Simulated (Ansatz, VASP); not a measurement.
GaP: VASP beside Ansatz

File INCAR:

```
  PREC = Accurate
  ENCUT = 520
  EDIFF = 1E-6
  ISMEAR = 0
  SIGMA = 0.05
  LREAL = False
  LASPH = True
  NELM = 100
  ALGO = Normal
  ISIF = 2
  LWAVE = False
  LCHARG = False
  GGA = PE
  NBANDS = 16
```

The input KPOINTS:

```
Automatic mesh
0
Gamma
  8 8 8
```

POSCAR

```
GaP
1.0
    0.0000000000      2.9432700000      2.9432700000
    2.9432700000      0.0000000000      2.9432700000
    2.9432700000      2.9432700000      0.0000000000
Ga P
1 1
Direct
    0.0000000000      0.0000000000      0.0000000000
    0.7500000000      0.7500000000      0.7500000000
```

Input for Ansatz:

```yaml
crystal:
  lattice:
    - [0.0, 2.94327, 2.94327]
    - [2.94327, 0.0, 2.94327]
    - [2.94327, 2.94327, 0.0]
  atoms:
    - { symbol: Ga, position: [0.0, 0.0, 0.0] }
    - { symbol: P, position: [0.75, 0.75, 0.75] }
basis:
  ecutwfc: 420
kpoints:
  mp_grid: { grid: [8, 8, 8] }
hamiltonian:
  xc: pbe
scf:
  occupations: { method: gaussian, width: 0.05 }
output:
  forces: true
  stress: true
  eigenvalues: true
```

Change from the starting cell: strain +0.080 along x and y, +0.080 along z, atoms carried along.

Alike in both runs: task single point; functional PBE; k mesh 8 × 8 × 8; occupations gaussian, width 0.05 eV; no spin polarisation.

|  | VASP | Ansatz |
| --- | --- | --- |
| version | VASP 6.6.1 | Ansatz 0.2.0 |
| potentials or method | VASP PAW PBE potentials, release 64 (Ga_d, P), cutoff 520 eV | scalar-relativistic, plane waves, PAW |
| valence electrons in the cell | 18 | 18 |

VASP gave:

* gap on the k mesh at the Fermi level (eV): 0.04
* least direct gap on the mesh (eV): 0.04
* pressure (GPa): -9.6

What did Ansatz give for the same quantities?

gap on the k mesh at the Fermi level (eV): 0.05; least direct gap on the mesh (eV): 0.05; pressure (GPa): -9.6.
